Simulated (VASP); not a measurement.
Crystal: BaTiO3.

```xyz
5
Lattice="3.9998 0.0000 0.0000 0.0000 3.9998 0.0000 0.0000 0.0000 4.0180" Properties=species:S:1:pos:R:3 pbc="T T T"
Ba    0.0000    0.0000    0.0000
Ti    1.9999    1.9999    1.9688
O     0.0000    1.9999    2.0773
O     1.9999    0.0000    2.0773
O     1.9999    1.9999    0.0763
```

```yaml
Program: VASP 6.6.1
Task: relaxation of cell and atoms
Functional: revPBE
Potentials_or_basis: VASP PAW PBE potentials, release 64 (Ba_sv, Ti_sv, O)
Cutoff: 600 eV
k_mesh: 7 × 7 × 7
Occupations: fermi-dirac, width 0.05 eV
Spin: no spin polarisation
```

At the start: pressure 7.2 GPa; volume 12.86 Å³/atom.

Question: How do energy, volume and symmetry change on relaxing?

Answer: Over 35 steps the energy falls by 26.8 meV/atom and the volume is 14.00 Å³/atom (+8.9 %); space group P4mm (No. 99, to 0.05 Å).

The path:
```
step  energy change (eV)  largest force (eV/Å)  pressure (GPa)  volume (Å³)
   1              0.0000                0.2751            7.16        64.28
   2             -0.0299                0.6719           -5.04        69.78
   3             -0.0668                0.4918           -0.31        67.33
   4             -0.0827                0.3352           -0.09        67.52
   5             -0.0952                0.1373            0.67        67.82
   6             -0.1044                0.1553            0.28        68.27
   7             -0.1148                0.2760           -0.40        69.45
   8             -0.1232                0.1751           -0.52        69.32
   9             -0.1232                0.1731           -0.52        69.32
  10             -0.1264                0.1452            0.64        68.86
  11             -0.1264                0.1412            0.80        68.80
  12             -0.1298                0.1015            0.52        69.06
  13             -0.1314                0.1247            0.17        69.40
  14             -0.1321                0.1446           -0.37        69.66
  15             -0.1322                0.1175           -0.32        69.61
  16             -0.1329                0.0763            0.11        69.53
  17             -0.1329                0.0799            0.15        69.52
  18             -0.1333                0.0229            0.18        69.62
  19             -0.1333                0.0589            0.21        69.68
  20             -0.1335                0.0403            0.02        69.80
  21             -0.1336                0.0201           -0.15        69.93
  22             -0.1337                0.0120           -0.12        69.91
  23             -0.1338                0.0326           -0.04        69.88
  24             -0.1338                0.0141            0.06        69.84
  25             -0.1338                0.0143            0.11        69.84
  26             -0.1338                0.0145            0.12        69.84
  27             -0.1339                0.0154            0.12        69.88
  28             -0.1339                0.0618            0.03        69.99
  29             -0.1339                0.0374            0.05        69.93
  30             -0.1339                0.0214            0.02        69.98
  31             -0.1339                0.0442           -0.25        70.11
  32             -0.1339                0.0159           -0.12        70.03
  33             -0.1339                0.0121           -0.09        70.02
  34             -0.1339                0.0129           -0.07        70.00
  35             -0.1340                0.0095           -0.04        69.99
```

Final structure:
```cif
data_structure
_symmetry_space_group_name_H-M 'P 1'
_symmetry_Int_Tables_number 1
_cell_length_a 4.0014
_cell_length_b 4.0014
_cell_length_c 4.3713
_cell_angle_alpha 90.000
_cell_angle_beta 90.000
_cell_angle_gamma 90.000
_cell_volume 69.99
loop_
_atom_site_label
_atom_site_type_symbol
_atom_site_fract_x
_atom_site_fract_y
_atom_site_fract_z
_atom_site_occupancy
Ba1 Ba 0.00000 0.00000 0.98124 1
Ti1 Ti 0.50000 0.50000 0.46442 1
O1 O 0.00000 0.50000 0.52236 1
O2 O 0.50000 0.00000 0.52236 1
O3 O 0.50000 0.50000 0.05261 1
```

Caveat: the PAW data sets were made with another functional, which shifts forces and pressure a little.
